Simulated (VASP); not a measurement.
# ZrC (Fm-3m) in VASP: notebook

The runs below take ZrC through single point, with PBEsol.

Everything below comes from runs of VASP 6.6.1. Logs are shortened: lines on timing, memory, paths and dates and some standing lists are left out, and cuts for length are marked.

### 1 The cell of the first run

The structure is cubic, space group Fm-3m (No. 225). The conventional cell has a = 4.604 Å, b = 4.604 Å, c = 4.604 Å, α = 90.00°, β = 90.00°, γ = 90.00°. Within 3.0 Å of Zr (site symmetry m-3m) lie 6 C at 2.30 Å. C (site symmetry m-3m) has 6 Zr at 2.30 Å within 3.0 Å.

### 2 Single point, PBEsol (volume scaled by 0.94)

Input file INCAR:

```
PREC = Accurate ; ENCUT = 520
EDIFF = 1E-6 ; ISMEAR = -1
SIGMA = 0.05 ; LREAL = False
LASPH = True ; NELM = 60
ALGO = Normal ; ISIF = 2
LWAVE = False ; LCHARG = False
GGA = PS ; NBANDS = 15
```

Input file KPOINTS:

```
Automatic mesh
0
Gamma
  15 15 15
```

Input file POSCAR:

```
ZrC
1.0
    0.0000000000      2.3022330686      2.3022330686
    2.3022330686      0.0000000000      2.3022330686
    2.3022330686      2.3022330686      0.0000000000
Zr C
1 1
Direct
    0.5000000000      0.5000000000      0.5000000000
    0.0000000000      0.0000000000      0.0000000000
```

Potentials or basis: VASP PAW PBE potentials, release 64 (Zr_sv, C).

The run is started by

```bash
$ cat potpaw_PBE.64/Zr_sv/POTCAR potpaw_PBE.64/C/POTCAR > POTCAR
$ mpirun -np 1 vasp_std > vasp.out
```

OUTCAR:

```text
PREC = Accurate
   ENCUT = 520
   EDIFF = 1E-6
   ISMEAR = -1
   LREAL = False
   LASPH = True
   NELM = 60
   ISIF = 2
   GGA = PS

 ion  position               nearest neighbor table
   1  0.500  0.500  0.500-   2 2.30   2 2.30   2 2.30   2 2.30   2 2.30   2 2.30
   2  0.000  0.000  0.000-   1 2.30   1 2.30   1 2.30   1 2.30   1 2.30   1 2.30

  LATTYP: Found a face centered cubic cell.
 ALAT       =     4.6044661372

  Lattice vectors:

 A1 = (   0.0000000000,   2.3022330686,   2.3022330686)
 A2 = (   2.3022330686,   0.0000000000,   2.3022330686)
 A3 = (   2.3022330686,   2.3022330686,   0.0000000000)

Analysis of symmetry for initial positions (statically):
=====================================================================
 Subroutine PRICEL returns:
 Original cell was already a primitive cell.

 Routine SETGRP: Setting up the symmetry group for a
 face centered cubic supercell.

 Subroutine GETGRP returns: Found 48 space group operations
 (whereof 48 operations were pure point group operations)
 out of a pool of 48 trial point group operations.

The static configuration has the point symmetry O_h .

Analysis of symmetry for dynamics (positions and initial velocities):
=====================================================================
 Subroutine PRICEL returns:
 Original cell was already a primitive cell.

 Routine SETGRP: Setting up the symmetry group for a
 face centered cubic supercell.

 Subroutine GETGRP returns: Found 48 space group operations
 (whereof 48 operations were pure point group operations)
 out of a pool of 48 trial point group operations.

The dynamic configuration has the point symmetry O_h .

 Subroutine INISYM returns: Found 48 space group operations
 (whereof 48 operations are pure point group operations),
 and found     1 'primitive' translations

----------------------------------------------------------------------------------------

                                     Primitive cell

  volume of cell :      24.4049

  direct lattice vectors                    reciprocal lattice vectors
     0.000000000  2.302233069  2.302233069    -0.217180444  0.217180444  0.217180444
     2.302233069  0.000000000  2.302233069     0.217180444 -0.217180444  0.217180444
     2.302233069  2.302233069  0.000000000     0.217180444  0.217180444 -0.217180444

  length of vectors
     3.255849229  3.255849229  3.255849229     0.376167563  0.376167563  0.376167563

  position of ions in fractional coordinates (direct lattice)
     0.500000000  0.500000000  0.500000000
     0.000000000  0.000000000  0.000000000

  ion indices of the primitive-cell ions
   primitive index   ion index
                 1           1
                 2           2
[... 79 lines left out ...]
   ISYM   =      2    0-nonsym 1-usesym 2-fastsym
   POTIM  = 0.5000    time-step for ionic-motion
   TEBEG  =    0.0;   TEEND  =   0.0 temperature during run
   PSTRESS=    0.0 pullay stress
   NELECT =      16.0000    total number of electrons
   NUPDOWN=      -1.0000    fix difference up-down
   EMIN   =  10.00;   EMAX   =-10.00  energy-range for DOS
   EFERMI =   0.00;   METHOD = LEGACY
   ISMEAR =    -1;   SIGMA  =   0.05  broadening in eV -4-tet -1-fermi 0-gaus
   EFERMI_NEDOS =   21; number of points for ismear=-14 and -15
   IALGO  =     38    algorithm
   IMIX   =      4    mixing-type and parameters
     AMIX     =   0.40;   BMIX     =  1.00
     AMIX_MAG =   1.60;   BMIX_MAG =  1.00
  volume/ion in A,a.u.               =      12.20        82.35
  Fermi-wavevector in a.u.,A,eV,Ry     =   1.422183  2.687537 27.519212  2.022605
  Thomas-Fermi vector in A             =   2.542914
   LORBIT       =      0    0 simple, 1 ext, 2 COOP (PROOUT), +10 PAW based schemes
   GGA     = PS    functional components
   LHFCALC =     F    Hartree Fock is set to
   AEXX    =    0.0000 exact exchange contribution
   IVDW    =     0    specifies the selected vdW correction
   LEPSILON=     F    determine dielectric tensor
   LRPA    =     F    only Hartree local field effects (RPA)
 non-spin polarized calculation
  energy-cutoff  :      520.00
  volume of cell :       24.40
 maximum number of plane-waves:       680
   NGX = 13   NGY = 13   NGZ = 13

 number of electron      16.0000000 magnetization

 Free energy of the ion-electron system (eV)
  ---------------------------------------------------
  ext. energy  EPLUGINS =         0.00000000
  ---------------------------------------------------
  free energy    TOTEN  =       -20.53741031 eV

  energy without entropy =      -20.53508294  energy(sigma->0) =      -20.53624662

 E-fermi :  10.2195     XC(G=0): -12.5877

 val. band max:       10.1923558696   @ k =   0.4000   0.4000   0.0000
 cond. band min:      10.2480333606   @ k =   0.4000   0.3333   0.0000
 fundamental gap:      0.0556774910
 Fermi energy:        10.2195283070

 k-point     1 :       0.0000    0.0000    0.0000
  band No.  band energies     occupation
      1     -37.5203      2.00000
      2     -15.2135      2.00000
      3     -15.2135      2.00000
      4     -15.2135      2.00000
      5      -1.2712      2.00000
      6      11.1877      0.00000
      7      11.1877      0.00000
      8      11.1877      0.00000
      9      11.2933      0.00000
     10      11.2933      0.00000
     11      11.2933      0.00000
     12      13.2049      0.00000
     13      13.2049      0.00000
     14      18.2389      0.00000
[... 401 lines left out ...]
      2     -15.5249      2.00000
      3     -15.3026      2.00000
      4     -15.2909      2.00000
      5      -0.3995      2.00000
      6       7.7292      2.00000
      7       9.4444      2.00000
      8       9.7310      1.99989
      9      10.7328      0.00007
     10      13.3255      0.00000
     11      13.7411      0.00000
     12      14.4362      0.00000
     13      16.5833      0.00000
     14      20.2815      0.00000
     15      23.0980      0.00000

 [... further k-points ...]
[... 5 lines left out ...]
  --------------------------------------------------------------------------------------
  -------------------------------------------------------------------------------------
  Total        1.6967310      1.6967310      1.6967310      0.0000000     -0.0000000      0.0000000
  in kB      111.3898758    111.3898758    111.3898758      0.0000000     -0.0000000      0.0000000
  external PRESSURE =     111.3898758 kB  Pullay stress =       0.0000000 kB

 VOLUME and BASIS-vectors are now :
 -----------------------------------------------------------------------------
  energy-cutoff  :      520.00
  volume of cell :       24.40
      direct lattice vectors                 reciprocal lattice vectors
     0.000000000  2.302233069  2.302233069    -0.217180444  0.217180444  0.217180444
     2.302233069  0.000000000  2.302233069     0.217180444 -0.217180444  0.217180444
     2.302233069  2.302233069  0.000000000     0.217180444  0.217180444 -0.217180444

 POSITION                                       TOTAL-FORCE (eV/Angst)
 -----------------------------------------------------------------------------------
      2.30223      2.30223      2.30223         0.000000     -0.000000      0.000000
      0.00000      0.00000      0.00000         0.000000      0.000000      0.000000
 -----------------------------------------------------------------------------------
    total drift:                                0.000000     -0.000000      0.000000

  FREE ENERGIE OF THE ION-ELECTRON SYSTEM (eV)
  ---------------------------------------------------
  free  energy   TOTEN  =       -20.5374103067 eV

  energy  without entropy=      -20.5350829386  energy(sigma->0) =      -20.53624662
```

OSZICAR:

```text
N       E                     dE             d eps       ncg     rms          rms(c)
DAV:   1     0.992481171173E+02    0.99248E+02   -0.86012E+03  3608   0.108E+03
DAV:   2    -0.177511741255E+02   -0.11700E+03   -0.10952E+03  4545   0.291E+02
DAV:   3    -0.235283715729E+02   -0.57772E+01   -0.57405E+01  5807   0.550E+01
DAV:   4    -0.236918031613E+02   -0.16343E+00   -0.16333E+00  4434   0.621E+00
DAV:   5    -0.236932590358E+02   -0.14559E-02   -0.14559E-02  4772   0.572E-01    0.236E+01
DAV:   6    -0.206248373291E+02    0.30684E+01   -0.54033E+00  4254   0.218E+01    0.889E+00
DAV:   7    -0.205553875730E+02    0.69450E-01   -0.51965E-01  4189   0.539E+00    0.731E+00
DAV:   8    -0.205615287066E+02   -0.61411E-02   -0.24333E-01  4503   0.368E+00    0.450E+00
DAV:   9    -0.205377629356E+02    0.23766E-01   -0.42067E-02  3950   0.140E+00    0.605E-01
DAV:  10    -0.205374779494E+02    0.28499E-03   -0.43413E-03  4692   0.578E-01    0.262E-01
DAV:  11    -0.205374154271E+02    0.62522E-04   -0.31305E-04  3964   0.169E-01    0.445E-02
DAV:  12    -0.205374107332E+02    0.46939E-05   -0.56969E-06  4552   0.203E-02    0.561E-03
DAV:  13    -0.205374103067E+02    0.42654E-06   -0.60058E-07  2908   0.593E-03
   1 F= -.20537410E+02 E0= -.20536247E+02  d E =-.232737E-02
```

Wall time 24 s (1 thread of Intel Xeon Platinum 8375C at 2.90GHz (Ice Lake), shared host); peak memory 0.17 GiB.

Results:

```
Free energy            : -20.5374 eV
Pressure               : 11.1 GPa
Band gap on the k mesh : zero (band 8 reaches 11.19 eV, above the bottom of band 9 at 9.85 eV)
```

Caveat: the PAW data sets were made with another functional, which shifts forces and pressure a little.

### 3 Single point, PBEsol (volume scaled by 0.9405)

Input file INCAR:

```
PREC = Accurate
ENCUT = 520
EDIFF = 1E-6
ISMEAR = -1
SIGMA = 0.05
LREAL = F
LASPH = T
NELM = 100
ALGO = Normal
ISIF = 2
LWAVE = F
LCHARG = F
GGA = PS
NBANDS = 15
```

Input file KPOINTS:

```
regular mesh
0
Gamma
  15 15 15
```

Input file POSCAR:

```
ZrC
1.0
    0.0000000000      2.3026411936      2.3026411936
    2.3026411936      0.0000000000      2.3026411936
    2.3026411936      2.3026411936      0.0000000000
Zr C
1 1
Direct
    0.5000000000      0.5000000000      0.5000000000
    0.0000000000      0.0000000000      0.0000000000
```

Potentials or basis: VASP PAW PBE potentials, release 64 (Zr_sv, C).

The run is started by

```bash
$ cat potpaw_PBE.64/Zr_sv/POTCAR potpaw_PBE.64/C/POTCAR > POTCAR
$ mpirun -np 1 vasp_std > vasp.out
```

Run time: 25 s. Hardware: 1 thread of Intel Xeon Platinum 8375C at 2.90GHz (Ice Lake), shared host; peak memory 0.17 GiB.

The run converged. Its results:

| Property | Result |
| --- | --- |
| Free energy | -20.5383 eV |
| Pressure | 11.0 GPa |
| Band gap on the k mesh | zero (band 8 reaches 11.18 eV, above the bottom of band 9 at 9.85 eV) |

Levels at points of the mesh, in eV from the Fermi level:
| k point | band 6 | band 7 | band 8 | band 9 | band 10 | band 11 |
| --- | --- | --- | --- | --- | --- | --- |
| (0.00, 0.00, 0.00) | 0.97 | 0.97 | 0.97 | 1.07 | 1.07 | 1.07 |

Caveat: the PAW data sets were made with another functional, which shifts forces and pressure a little.

### 4 Single point, PBEsol (volume scaled by 0.97)

Input file INCAR:

```
  PREC = Accurate
  ENCUT = 520
  EDIFF = 1E-6
  ISMEAR = -1
  SIGMA = 0.05
  LREAL = False
  LASPH = True
  NELM = 60
  ALGO = Normal
  ISIF = 2
  LWAVE = False
  LCHARG = False
  GGA = PS
  NBANDS = 15
```

Input file KPOINTS:

```
Automatic mesh
0
Gamma
  15 15 15
```

Input file POSCAR:

```
ZrC
1.0
    0.0000000000      2.3264688819      2.3264688819
    2.3264688819      0.0000000000      2.3264688819
    2.3264688819      2.3264688819      0.0000000000
Zr C
1 1
Direct
    0.5000000000      0.5000000000      0.5000000000
    0.0000000000      0.0000000000      0.0000000000
```

Potentials or basis: VASP PAW PBE potentials, release 64 (Zr_sv, C).

The run is started by

```bash
$ cat potpaw_PBE.64/Zr_sv/POTCAR potpaw_PBE.64/C/POTCAR > POTCAR
$ mpirun -np 1 vasp_std > vasp.out
```

OUTCAR:

```text
PREC = Accurate
   ENCUT = 520
   EDIFF = 1E-6
   ISMEAR = -1
   LREAL = False
   LASPH = True
   NELM = 60
   ISIF = 2
   GGA = PS

 ion  position               nearest neighbor table
   1  0.500  0.500  0.500-   2 2.33   2 2.33   2 2.33   2 2.33   2 2.33   2 2.33
   2  0.000  0.000  0.000-   1 2.33   1 2.33   1 2.33   1 2.33   1 2.33   1 2.33

  LATTYP: Found a face centered cubic cell.
 ALAT       =     4.6529377638

  Lattice vectors:

 A1 = (   0.0000000000,   2.3264688819,   2.3264688819)
 A2 = (   2.3264688819,   0.0000000000,   2.3264688819)
 A3 = (   2.3264688819,   2.3264688819,   0.0000000000)

Analysis of symmetry for initial positions (statically):
=====================================================================
 Subroutine PRICEL returns:
 Original cell was already a primitive cell.

 Routine SETGRP: Setting up the symmetry group for a
 face centered cubic supercell.

 Subroutine GETGRP returns: Found 48 space group operations
 (whereof 48 operations were pure point group operations)
 out of a pool of 48 trial point group operations.

The static configuration has the point symmetry O_h .

Analysis of symmetry for dynamics (positions and initial velocities):
[... 169 lines left out ...]
      3     -15.7302      2.00000
      4     -15.7302      2.00000
      5      -1.5400      2.00000
      6      10.8061      0.00000
      7      10.8061      0.00000
      8      10.8061      0.00000
      9      10.9129      0.00000
     10      10.9129      0.00000
     11      10.9129      0.00000
     12      12.7404      0.00000
     13      12.7404      0.00000
     14      17.4925      0.00000
[... 401 lines left out ...]
      2     -16.0071      2.00000
      3     -15.8101      2.00000
      4     -15.7996      2.00000
      5      -0.7106      2.00000
      6       7.4321      2.00000
      7       9.1046      2.00000
      8       9.3779      1.99980
      9      10.3736      0.00004
     10      12.8642      0.00000
     11      13.2753      0.00000
     12      13.9390      0.00000
     13      15.9642      0.00000
     14      19.5564      0.00000
     15      22.5646      0.00000

 [... further k-points ...]
[... 5 lines left out ...]
  --------------------------------------------------------------------------------------
  -------------------------------------------------------------------------------------
  Total        0.4508030      0.4508030      0.4508030      0.0000000      0.0000000      0.0000000
  in kB       28.6797656     28.6797656     28.6797656      0.0000000      0.0000000      0.0000000
  external PRESSURE =      28.6797656 kB  Pullay stress =       0.0000000 kB

 VOLUME and BASIS-vectors are now :
 -----------------------------------------------------------------------------
  energy-cutoff  :      520.00
  volume of cell :       25.18
      direct lattice vectors                 reciprocal lattice vectors
     0.000000000  2.326468882  2.326468882    -0.214917983  0.214917983  0.214917983
     2.326468882  0.000000000  2.326468882     0.214917983 -0.214917983  0.214917983
     2.326468882  2.326468882  0.000000000     0.214917983  0.214917983 -0.214917983

 POSITION                                       TOTAL-FORCE (eV/Angst)
 -----------------------------------------------------------------------------------
      2.32647      2.32647      2.32647         0.000000      0.000000      0.000000
      0.00000      0.00000      0.00000        -0.000000     -0.000000     -0.000000
 -----------------------------------------------------------------------------------
    total drift:                                0.000000     -0.000000      0.000000

  FREE ENERGIE OF THE ION-ELECTRON SYSTEM (eV)
  ---------------------------------------------------
  free  energy   TOTEN  =       -20.5714090333 eV

  energy  without entropy=      -20.5689958092  energy(sigma->0) =      -20.57020242
```

OSZICAR:

```text
N       E                     dE             d eps       ncg     rms          rms(c)
DAV:   1     0.100452035295E+03    0.10045E+03   -0.85937E+03  3600   0.108E+03
DAV:   2    -0.175850280696E+02   -0.11804E+03   -0.11019E+03  4517   0.290E+02
DAV:   3    -0.236205399706E+02   -0.60355E+01   -0.59951E+01  5893   0.552E+01
DAV:   4    -0.237641930430E+02   -0.14365E+00   -0.14360E+00  4429   0.596E+00
DAV:   5    -0.237654082016E+02   -0.12152E-02   -0.12151E-02  4686   0.532E-01    0.222E+01
DAV:   6    -0.206760025354E+02    0.30894E+01   -0.55228E+00  4283   0.218E+01    0.820E+00
DAV:   7    -0.205926924869E+02    0.83310E-01   -0.56400E-01  4172   0.550E+00    0.681E+00
DAV:   8    -0.205993838282E+02   -0.66913E-02   -0.28141E-01  4469   0.390E+00    0.441E+00
DAV:   9    -0.205718114266E+02    0.27572E-01   -0.49067E-02  3936   0.151E+00    0.618E-01
DAV:  10    -0.205714569441E+02    0.35448E-03   -0.46292E-03  4706   0.596E-01    0.214E-01
DAV:  11    -0.205714145601E+02    0.42384E-04   -0.27411E-04  3992   0.162E-01    0.452E-02
DAV:  12    -0.205714095052E+02    0.50549E-05   -0.54468E-06  4604   0.199E-02    0.605E-03
DAV:  13    -0.205714090333E+02    0.47188E-06   -0.87785E-07  3173   0.674E-03
   1 F= -.20571409E+02 E0= -.20570202E+02  d E =-.241322E-02
```

stdout:

```text
POSCAR found type information on POSCAR ZrC
 POSCAR found :  2 types and       2 ions
 scaLAPACK will be used
 -----------------------------------------------------------------------------
|                                                                             |
|                                                                             |
|     You enforced a specific xc type in the INCAR file but a different       |
|     I HOPE YOU KNOW WHAT YOU ARE DOING!                                     |
|                                                                             |
 -----------------------------------------------------------------------------

 LDA part: xc-table for (Slater+PW92), standard interpolation
 POSCAR, INCAR and KPOINTS ok, starting setup
 FFT: planning ... GRIDC
 FFT: planning ... GRID_SOFT
 FFT: planning ... GRID
 WAVECAR not read
 entering main loop
```

Run time: 23 s. Hardware: 1 thread of Intel Xeon Platinum 8375C at 2.90GHz (Ice Lake), shared host; peak memory 0.17 GiB.

What came out:

- Free energy: -20.5714 eV
- Pressure: 2.9 GPa
- Band gap on the k mesh: zero (band 8 reaches 10.81 eV, above the bottom of band 9 at 9.48 eV)

Levels at points of the mesh, in eV from the Fermi level:
| k point | band 4 | band 5 | band 6 | band 7 | band 8 | band 9 | band 10 | band 11 | band 12 | band 13 |
| --- | --- | --- | --- | --- | --- | --- | --- | --- | --- | --- |
| (0.00, 0.00, 0.00) | -25.57 | -11.38 | 0.97 | 0.97 | 0.97 | 1.07 | 1.07 | 1.07 | 2.90 | 2.90 |

Caveat: the PAW data sets were made with another functional, which shifts forces and pressure a little.

(Continued in part 2 of 2.)
